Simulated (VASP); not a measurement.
# LiF (Fm-3m) in VASP: notebook

Aim: see how the results for LiF move with the level of theory and the settings. Levels: PBEsol, r2SCAN. Tasks: single point.

Everything below comes from runs of VASP 6.6.1. Logs are shortened: lines on timing, memory, paths and dates and some standing lists are left out, and cuts for length are marked.

**1. The cell of the first run**

The structure is cubic, space group Fm-3m (No. 225). The conventional cell has a = 4.008 Å, b = 4.008 Å, c = 4.008 Å, α = 90.00°, β = 90.00°, γ = 90.00°. Within 2.7 Å of F (site symmetry m-3m) lie 6 Li at 2.00 Å. Li (site symmetry m-3m) has 6 F at 2.00 Å within 2.7 Å.

**2. Single point, PBEsol**

INCAR

```
  PREC = Accurate
  ENCUT = 520
  EDIFF = 1E-7
  ISMEAR = -1
  SIGMA = 0.05
  LREAL = Auto
  LASPH = T
  NELM = 60
  ALGO = Normal
  ISIF = 2
  LWAVE = F
  LCHARG = F
  GGA = PS
  NBANDS = 198
  ISYM = 0
```

KPOINTS

```
Automatic mesh
0
Gamma
  1 1 1
  0.25 0.25 0.25
```

POSCAR

```
LiF
1.0
    8.0151850000      0.0000000000      0.0000000000
    0.0000000000      8.0151850000      0.0000000000
    0.0000000000      0.0000000000      8.0151850000
F Li
32 32
Direct
    0.2500000000      0.0000000000      0.0000000000
    0.2500000000      0.0000000000      0.5000000000
    0.2500000000      0.5000000000      0.0000000000
    0.2500000000      0.5000000000      0.5000000000
    0.7500000000      0.0000000000      0.0000000000
    0.7500000000      0.0000000000      0.5000000000
    0.7500000000      0.5000000000      0.0000000000
    0.7500000000      0.5000000000      0.5000000000
    0.0000000000      0.2500000000      0.0000000000
    0.0000000000      0.2500000000      0.5000000000
    0.0000000000      0.7500000000      0.0000000000
    0.0000000000      0.7500000000      0.5000000000
    0.5000000000      0.2500000000      0.0000000000
    0.5000000000      0.2500000000      0.5000000000
    0.5000000000      0.7500000000      0.0000000000
    0.5000000000      0.7500000000      0.5000000000
    0.0000000000      0.0000000000      0.2500000000
    0.0000000000      0.0000000000      0.7500000000
    0.0000000000      0.5000000000      0.2500000000
    0.0000000000      0.5000000000      0.7500000000
    0.5000000000      0.0000000000      0.2500000000
    0.5000000000      0.0000000000      0.7500000000
    0.5000000000      0.5000000000      0.2500000000
    0.5000000000      0.5000000000      0.7500000000
    0.2500000000      0.2500000000      0.2500000000
    0.2500000000      0.2500000000      0.7500000000
    0.2500000000      0.7500000000      0.2500000000
    0.2500000000      0.7500000000      0.7500000000
    0.7500000000      0.2500000000      0.2500000000
    0.7500000000      0.2500000000      0.7500000000
    0.7500000000      0.7500000000      0.2500000000
    0.7500000000      0.7500000000      0.7500000000
    0.0000000000      0.0000000000      0.0000000000
    0.0000000000      0.0000000000      0.5000000000
    0.0000000000      0.5000000000      0.0000000000
    0.0000000000      0.5000000000      0.5000000000
    0.5000000000      0.0000000000      0.0000000000
    0.5000000000      0.0000000000      0.5000000000
    0.5000000000      0.5000000000      0.0000000000
    0.5000000000      0.5000000000      0.5000000000
    0.2500000000      0.2500000000      0.0000000000
    0.2500000000      0.2500000000      0.5000000000
    0.2500000000      0.7500000000      0.0000000000
    0.2500000000      0.7500000000      0.5000000000
    0.7500000000      0.2500000000      0.0000000000
    0.7500000000      0.2500000000      0.5000000000
    0.7500000000      0.7500000000      0.0000000000
    0.7500000000      0.7500000000      0.5000000000
    0.2500000000      0.0000000000      0.2500000000
    0.2500000000      0.0000000000      0.7500000000
    0.2500000000      0.5000000000      0.2500000000
    0.2500000000      0.5000000000      0.7500000000
    0.7500000000      0.0000000000      0.2500000000
    0.7500000000      0.0000000000      0.7500000000
    0.7500000000      0.5000000000      0.2500000000
    0.7500000000      0.5000000000      0.7500000000
    0.0000000000      0.2500000000      0.2500000000
    0.0000000000      0.2500000000      0.7500000000
    0.0000000000      0.7500000000      0.2500000000
    0.0000000000      0.7500000000      0.7500000000
    0.5000000000      0.2500000000      0.2500000000
    0.5000000000      0.2500000000      0.7500000000
    0.5000000000      0.7500000000      0.2500000000
    0.5000000000      0.7500000000      0.7500000000
```

Potentials or basis: VASP PAW PBE potentials, release 64 (F, Li_sv).

Launch:

```sh
$ cat potpaw_PBE.64/F/POTCAR potpaw_PBE.64/Li_sv/POTCAR > POTCAR
$ mpirun -np 1 vasp_std > vasp.out
```

OUTCAR:

```text
PREC = Accurate
   ENCUT = 520
   EDIFF = 1E-7
   ISMEAR = -1
   LREAL = Auto
   LASPH = T
   NELM = 60
   ISIF = 2
   GGA = PS
   ISYM = 0

 ion  position               nearest neighbor table
   1  0.250  0.000  0.000-  33 2.00  37 2.00  41 2.00  43 2.00  49 2.00  50 2.00
   2  0.250  0.000  0.500-  34 2.00  38 2.00  42 2.00  44 2.00  49 2.00  50 2.00
   3  0.250  0.500  0.000-  35 2.00  39 2.00  41 2.00  43 2.00  51 2.00  52 2.00
   4  0.250  0.500  0.500-  36 2.00  40 2.00  42 2.00  44 2.00  51 2.00  52 2.00
   5  0.750  0.000  0.000-  33 2.00  37 2.00  45 2.00  47 2.00  53 2.00  54 2.00
   6  0.750  0.000  0.500-  34 2.00  38 2.00  46 2.00  48 2.00  53 2.00  54 2.00
[... 56 lines left out ...]
  63  0.500  0.750  0.250-  15 2.00  16 2.00  21 2.00  23 2.00  27 2.00  31 2.00
  64  0.500  0.750  0.750-  15 2.00  16 2.00  22 2.00  24 2.00  28 2.00  32 2.00

IMPORTANT INFORMATION: All symmetrisations will be switched off!
NOSYMM: (Re-)initialisation of all symmetry stuff for point group C_1.

----------------------------------------------------------------------------------------

                                     Primitive cell

  volume of cell :     514.9211

  direct lattice vectors                    reciprocal lattice vectors
     8.015185000  0.000000000  0.000000000     0.124763184  0.000000000  0.000000000
     0.000000000  8.015185000  0.000000000     0.000000000  0.124763184  0.000000000
     0.000000000  0.000000000  8.015185000     0.000000000  0.000000000  0.124763184

  length of vectors
     8.015185000  8.015185000  8.015185000     0.124763184  0.124763184  0.124763184

  position of ions in fractional coordinates (direct lattice)
     0.250000000  0.000000000  0.000000000
     0.250000000  0.000000000  0.500000000
     0.250000000  0.500000000  0.000000000
     0.250000000  0.500000000  0.500000000
     0.750000000  0.000000000  0.000000000
     0.750000000  0.000000000  0.500000000
[... 56 lines left out ...]
     0.500000000  0.750000000  0.250000000
     0.500000000  0.750000000  0.750000000

  ion indices of the primitive-cell ions
   primitive index   ion index
                 1           1
                 2           2
                 3           3
                 4           4
                 5           5
                 6           6
[... 56 lines left out ...]
                63          63
                64          64

----------------------------------------------------------------------------------------

 KPOINTS: Automatic mesh

Automatic generation of k-mesh.
 Grid dimensions read from file:
 generate k-points for:    1    1    1

 Generating k-lattice:

  Cartesian coordinates                     Fractional coordinates (reciprocal lattice)
     0.124763184  0.000000000  0.000000000     1.000000000  0.000000000  0.000000000
     0.000000000  0.124763184  0.000000000     0.000000000  1.000000000  0.000000000
     0.000000000  0.000000000  0.124763184     0.000000000  0.000000000  1.000000000

  Length of vectors
     0.124763184  0.124763184  0.124763184

  Shift w.r.t. Gamma in fractional coordinates (k-lattice)
     0.250000000  0.250000000  0.250000000

 Subroutine IBZKPT returns following result:
 ===========================================

 Found      4 irreducible k-points:

 Following reciprocal coordinates:
            Coordinates               Weight
  0.250000  0.250000  0.250000      2.000000
 -0.250000  0.250000  0.250000      2.000000
 -0.250000 -0.250000  0.250000      2.000000
  0.250000 -0.250000  0.250000      2.000000
   k-points           NKPTS =      4   k-points in BZ     NKDIM =      4   number of bands    NBANDS=    198
   number of dos      NEDOS =    301   number of ions     NIONS =     64
   total plane-waves  NPLWV = 216000
   dimension x,y,z NGX =    60 NGY =   60 NGZ =   60
   dimension x,y,z NGXF=   120 NGYF=  120 NGZF=  120
   ions per type =              32  32
   NGX,Y,Z   is equivalent  to a cutoff of  12.44, 12.44, 12.44 a.u.
   NGXF,Y,Z  is equivalent  to a cutoff of  24.89, 24.89, 24.89 a.u.
 SYSTEM =  unknown system
   PREC   = accura    normal or accurate (medium, high low for compatibility)
   ISTART =      0    job   : 0-new  1-cont  2-samecut
   ICHARG =      2    charge: 1-file 2-atom 10-const
   ISPIN  =      1    spin polarized calculation?
   LNONCOLLINEAR =      F non collinear calculations
   LSORBIT =      F    spin-orbit coupling
   LASPH  =      T    aspherical Exc in radial PAW
   ENCUT  =  520.0 eV  38.22 Ry    6.18 a.u.  14.90 14.90 14.90*2*pi/ulx,y,z
   NELM   =     60;   NELMIN=  2; NELMDL= -5     # of ELM steps
   EDIFF  = 0.1E-06   stopping-criterion for ELM
   LREAL  =      T    real-space projection
   EDIFFG = 0.1E-05   stopping-criterion for IOM
   NSW    =      0    number of steps for IOM
   IBRION =     -1    ionic relax: 0-MD 1-quasi-New 2-CG
   NFREE  =      0    steps in history (QN), initial steepest desc. (CG)
   ISIF   =      2    stress and relaxation
   ISYM   =      0    0-nonsym 1-usesym 2-fastsym
   POTIM  = 0.5000    time-step for ionic-motion
   TEBEG  =    0.0;   TEEND  =   0.0 temperature during run
   PSTRESS=    0.0 pullay stress
   NELECT =     320.0000    total number of electrons
   NUPDOWN=      -1.0000    fix difference up-down
   EMIN   =  10.00;   EMAX   =-10.00  energy-range for DOS
   EFERMI =   0.00;   METHOD = LEGACY
   ISMEAR =    -1;   SIGMA  =   0.05  broadening in eV -4-tet -1-fermi 0-gaus
   EFERMI_NEDOS =   21; number of points for ismear=-14 and -15
   IALGO  =     38    algorithm
   IMIX   =      4    mixing-type and parameters
     AMIX     =   0.40;   BMIX     =  1.00
     AMIX_MAG =   1.60;   BMIX_MAG =  1.00
  volume/ion in A,a.u.               =       8.05        54.29
  Fermi-wavevector in a.u.,A,eV,Ry     =   1.397048  2.640038 26.555070  1.951743
  Thomas-Fermi vector in A             =   2.520342
   LORBIT       =      0    0 simple, 1 ext, 2 COOP (PROOUT), +10 PAW based schemes
   GGA     = PS    functional components
   LHFCALC =     F    Hartree Fock is set to
   AEXX    =    0.0000 exact exchange contribution
   IVDW    =     0    specifies the selected vdW correction
   LEPSILON=     F    determine dielectric tensor
   LRPA    =     F    only Hartree local field effects (RPA)
 non-spin polarized calculation
  energy-cutoff  :      520.00
  volume of cell :      514.92
 maximum number of plane-waves:     13823
   NGX = 29   NGY = 29   NGZ = 29

 number of electron     319.9999196 magnetization

 Free energy of the ion-electron system (eV)
  ---------------------------------------------------
  ext. energy  EPLUGINS =         0.00000000
  ---------------------------------------------------
  free energy    TOTEN  =      -315.26966482 eV

  energy without entropy =     -315.26966482  energy(sigma->0) =     -315.26966482

 E-fermi :   0.3637     XC(G=0): -10.2788

 val. band max:       -1.0518048874   @ k =  -0.2500   0.2500   0.2500
 cond. band min:       8.4785033557   @ k =  -0.2500   0.2500   0.2500
 fundamental gap:      9.5303082431
 Fermi energy:         0.3636704694

 k-point     1 :       0.2500    0.2500    0.2500
  band No.  band energies     occupation
      1     -41.1818      2.00000
      2     -41.1597      2.00000
      3     -41.1596      2.00000
      4     -41.1596      2.00000
      5     -41.1435      2.00000
      6     -41.1434      2.00000
[... 164 lines left out ...]
    171      10.3062      0.00000
    172      11.2119      0.00000

 k-point     2 :      -0.2500    0.2500    0.2500
  band No.  band energies     occupation
      1     -41.1818      2.00000
      2     -41.1597      2.00000
      3     -41.1596      2.00000
      4     -41.1596      2.00000
      5     -41.1435      2.00000
      6     -41.1434      2.00000
[... 164 lines left out ...]
    171      10.3062      0.00000
    172      11.2119      0.00000

 k-point     3 :      -0.2500   -0.2500    0.2500
  band No.  band energies     occupation
      1     -41.1818      2.00000
      2     -41.1597      2.00000
      3     -41.1596      2.00000
      4     -41.1596      2.00000
      5     -41.1435      2.00000
      6     -41.1434      2.00000
[... 164 lines left out ...]
    171      10.3062      0.00000
    172      11.2119      0.00000

 k-point     4 :       0.2500   -0.2500    0.2500
  band No.  band energies     occupation
      1     -41.1818      2.00000
      2     -41.1597      2.00000
      3     -41.1596      2.00000
      4     -41.1596      2.00000
      5     -41.1435      2.00000
      6     -41.1434      2.00000
[... 164 lines left out ...]
    171      10.3062      0.00000
    172      11.2119      0.00000
 [bands above 172 left out]

------------------------ aborting loop because EDIFF is reached ----------------------------------------

  FORCE on cell =-STRESS in cart. coord.  units (eV):
  Direction    XX          YY          ZZ          XY          YZ          ZX
  --------------------------------------------------------------------------------------
  -------------------------------------------------------------------------------------
  Total       -0.9760946     -0.9760971     -0.9760896      0.0000148     -0.0000370      0.0000159
  in kB       -3.0371191     -3.0371271     -3.0371037      0.0000459     -0.0001150      0.0000495
  external PRESSURE =      -3.0371166 kB  Pullay stress =       0.0000000 kB

 VOLUME and BASIS-vectors are now :
 -----------------------------------------------------------------------------
  energy-cutoff  :      520.00
  volume of cell :      514.92
      direct lattice vectors                 reciprocal lattice vectors
     8.015185000  0.000000000  0.000000000     0.124763184  0.000000000  0.000000000
     0.000000000  8.015185000  0.000000000     0.000000000  0.124763184  0.000000000
     0.000000000  0.000000000  8.015185000     0.000000000  0.000000000  0.124763184

 POSITION                                       TOTAL-FORCE (eV/Angst)
 -----------------------------------------------------------------------------------
      2.00380      0.00000      0.00000        -0.000016      0.000012     -0.000007
      2.00380      0.00000      4.00759         0.000012      0.000004      0.000007
      2.00380      4.00759      0.00000        -0.000000     -0.000013      0.000015
      2.00380      4.00759      4.00759        -0.000002     -0.000005     -0.000015
      6.01139      0.00000      0.00000         0.000015     -0.000001      0.000022
      6.01139      0.00000      4.00759        -0.000012     -0.000007     -0.000021
[... 56 lines left out ...]
      4.00759      6.01139      2.00380        -0.000000     -0.000003     -0.000005
      4.00759      6.01139      6.01139        -0.000001     -0.000001      0.000003
 -----------------------------------------------------------------------------------
    total drift:                               -0.000003      0.000008     -0.000007

  FREE ENERGIE OF THE ION-ELECTRON SYSTEM (eV)
  ---------------------------------------------------
  free  energy   TOTEN  =      -315.2696648219 eV

  energy  without entropy=     -315.2696648219  energy(sigma->0) =     -315.26966482
```

Run time: 17 min. Hardware: 1 thread of Intel Xeon Platinum 8375C at 2.90GHz (Ice Lake), shared host; peak memory 0.61 GiB.

Results:

| Item | Value |
| --- | --- |
| Free energy | -315.2697 eV |
| Band gap on the k mesh | 9.53 eV |

Caveat: the cutoff is under 1.25 times the usual one of these potentials, so pressure, stress and relaxed cells hold a basis-set (Pulay) error; the PAW data sets were made with another functional, which shifts forces and pressure a little; a shifted mesh leaves out Γ, where band edges can lie. A k mesh can miss the band edges.

**3. Single point, r2SCAN**

POSCAR is that of step 2.

INCAR.step1

```
SYSTEM = LiF
ALGO = Normal
EDIFF = 1E-4
ENCUT = 520
GGA = PE
ISMEAR = -1
ISYM = 0
LASPH = .True.
LCHARG = .False.
LREAL = Auto
LWAVE = .True.
NBANDS = 198
NELM = 80
PREC = Accurate
SIGMA = 0.05
```

INCAR.step2

```
SYSTEM = LiF
ALGO = Normal
EDIFF = 1E-6
ENCUT = 520
ISIF = 2
ISMEAR = -1
ISTART = 1
ISYM = 0
LASPH = .True.
LCHARG = .False.
LMIXTAU = .True.
LREAL = Auto
LWAVE = .False.
METAGGA = R2SCAN
NBANDS = 198
NELM = 80
PREC = Accurate
SIGMA = 0.05
```

KPOINTS is that of step 2.

Potentials or basis: VASP PAW PBE potentials, release 64 (F, Li_sv).

Launch:

```sh
$ cat potpaw_PBE.64/F/POTCAR potpaw_PBE.64/Li_sv/POTCAR > POTCAR
$ cp INCAR.step1 INCAR
$ mpirun -np 1 vasp_std > vasp.out
$ cp INCAR.step2 INCAR
$ mpirun -np 1 vasp_std > vasp.out
```

Run time: 53 min. Hardware: 1 thread of Intel Xeon Platinum 8375C at 2.90GHz (Ice Lake), shared host; peak memory 0.68 GiB.

It converged, with:

```
Free energy            : -380.9039 eV
Band gap on the k mesh : 10.87 eV
```

Levels at points of the mesh, in eV from the valence-band top:
```csv
k point,band 157,band 158,band 159,band 160,band 161,band 162,band 163,band 164
"(0.25, 0.25, 0.25)",-0.07,-0.07,0.00,0.00,10.87,11.88,11.88,11.88
```

Caveat: the cutoff is under 1.25 times the usual one of these potentials, so pressure, stress and relaxed cells hold a basis-set (Pulay) error; the PAW data sets were made with another functional, which shifts forces and pressure a little; a shifted mesh leaves out Γ, where band edges can lie. A k mesh can miss the band edges.
